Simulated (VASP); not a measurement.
Input of a VASP 6.6.1 run:

Contents of INCAR:

```
SYSTEM = Sn
ALGO     = Fast           ! electronic algorithm
EDIFF    = 1E-7           ! SCF threshold, eV
ENCUT    = 520            ! plane-wave cutoff, eV
GGA      = PS             ! functional
ISIF     = 2              ! what is computed and relaxed
ISMEAR   = 0              ! smearing method
IVDW     = 12             ! dispersion correction
LASPH    = .TRUE.         ! aspherical terms in the spheres
LCHARG   = .FALSE.        ! write CHGCAR
LREAL    = .FALSE.        ! projectors in reciprocal space
LWAVE    = .FALSE.        ! write WAVECAR
NBANDS   = 13             ! bands
NELM     = 60             ! most SCF steps
PREC     = Accurate       ! precision mode
SIGMA    = 0.15           ! smearing width, eV
```

Contents of KPOINTS:

```
k-points
0
G
  24 24 24
  0 0 0
```

The input POSCAR:

```
Sn
1.0
   -1.8221530004      1.7650675686      1.9868244599
    1.8221530004     -1.7650675686      1.9868244599
    1.8221530004      1.7650675686     -1.9868244599
Sn
1
Direct
    0.0000000000      0.0000000000      0.0000000000
```

Potentials or basis: VASP PAW PBE potentials, release 64 (Sn_d).

Command:

```sh
$ cat potpaw_PBE.64/Sn_d/POTCAR > POTCAR
$ mpirun -np 1 vasp_std > vasp.out
```

(1) What does it give for the dispersion energy per atom?

(2) Estimate the band gap on the k mesh.

(3) Estimate the pressure.

Results:

(1) -0.415 eV.

(2) zero (bands 7 and 8 overlap by 10.71 eV).

(3) -1.2 GPa.

Caveat: the cell differs from its parent crystal (strain +0.0200 x Voigt [0, 1, 0, 0, 0, 0]); the PAW data sets were made with another functional, which shifts forces and pressure a little; spin-orbit coupling is left out, which moves the levels of the heavy elements.
